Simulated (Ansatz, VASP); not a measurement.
## ScAl in VASP and in Ansatz

```xyz
2
Lattice="3.4209 0.0000 0.0000 0.0000 3.4209 0.0000 0.0000 0.0000 3.4209" Properties=species:S:1:pos:R:3 pbc="T T T"
Sc    1.7105    1.7105    1.7105
Al    0.0000    0.0000    0.0000
```

Change from the starting cell: strain +0.015 along x and y, +0.015 along z, atoms carried along.

Alike in both runs: task single point; functional LDA; k mesh 14 × 14 × 14; occupations gaussian, width 0.15 eV; no spin polarisation.

|  | VASP | Ansatz |
| --- | --- | --- |
| version | VASP 6.6.1 | Ansatz 0.2.0 |
| potentials or method | VASP PAW LDA potentials, release 64 (Sc_sv, Al), cutoff 520 eV | scalar-relativistic, plane waves, PAW |
| valence electrons in the cell | 14 | 14 |

```tsv
	VASP	Ansatz	Ansatz less VASP
gap on the k mesh at the Fermi level (eV)	none	none	-
pressure (GPa)	-7.0	-7.1	-0.12
```

LDA's correlation is that of Perdew and Zunger in VASP and of Perdew and Wang (1992) in Ansatz. A gap of «none» marks a metal or a gap that the smearing closes.
